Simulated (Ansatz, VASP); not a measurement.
Two plane-wave programs on Te

The input INCAR:

```
PREC     = Accurate       # precision mode
ENCUT    = 520            # plane-wave cutoff, eV
EDIFF    = 1E-6           # SCF threshold, eV
ISMEAR   = -1             # smearing method
SIGMA    = 0.05           # smearing width, eV
LREAL    = False          # projectors in reciprocal space
LASPH    = True           # aspherical terms in the spheres
NELM     = 100            # most SCF steps
ALGO     = Normal         # electronic algorithm
ISIF     = 2              # what is computed and relaxed
LWAVE    = False          # write WAVECAR
LCHARG   = False          # write CHGCAR
GGA      = CA             # functional
NBANDS   = 16             # bands
```

File KPOINTS:

```
Automatic mesh
0
Gamma
  8 8 5
```

Contents of POSCAR:

```
Te
1.0
    4.4620485969      0.0000000000      0.0000000000
   -2.2310242984      3.8642474378      0.0000000000
    0.0000000000      0.0000000000      6.1314071786
Te
3
Direct
    0.2855404174      1.0000000000      0.3333333333
    1.0000000000      0.2855404174      0.6666666667
    0.7144595826      0.7144595826      1.0000000000
```

Input for Ansatz:

```yaml
crystal:
  lattice:
    - [4.4620485969, 0.0, 0.0]
    - [-2.2310242984, 3.8642474378, 0.0]
    - [0.0, 0.0, 6.1314071786]
  atoms:
    - { symbol: Te, position: [0.2855404174, 1.0, 0.3333333333] }
    - { symbol: Te, position: [1.0, 0.2855404174, 0.6666666667] }
    - { symbol: Te, position: [0.7144595826, 0.7144595826, 1.0] }
hamiltonian:
  xc: lda
  pseudopotentials:
    kind: paw
    azcp:
      Te: "pseudopotentials/Te.paw.azcp"
basis:
  ecutwfc: 420
  fft_grid_basis: typed
kpoints:
  mp_grid: { grid: [8, 8, 5], shift: [0, 0, 0] }
magnetization:
  spin_polarized: false
scf:
  occupations: { method: fermi_dirac, width: 0.05 }
output:
  stress: true
```

Alike in both runs: task single point; functional LDA; k mesh 8 × 8 × 5; occupations fermi-dirac, width 0.05 eV; no spin polarisation.

|  | VASP | Ansatz |
| --- | --- | --- |
| version | VASP 6.6.1 | Ansatz 0.2.0 |
| potentials or method | VASP PAW LDA potentials, release 64 (Te), cutoff 520 eV | plane waves (420 eV) with PAW, scalar-relativistic |
| valence electrons in the cell | 18 | 48 |

|  | VASP | Ansatz | Ansatz less VASP |
| --- | --- | --- | --- |
| pressure (GPa) | -5.1 | -5.1 | -0.05 |
| traceless stress, the component that is largest in VASP (GPa) | -1.12 | -1.15 | -0.032 |

Ansatz warns that its potentials were made for another functional, while VASP's fit it. LDA's correlation is that of Perdew and Zunger in VASP and of Perdew and Wang (1992) in Ansatz. VASP's potentials hold 18 valence electrons a cell and Ansatz's 48, so a difference there can come from the potentials and not from the codes.

Neither program's run includes spin-orbit coupling.
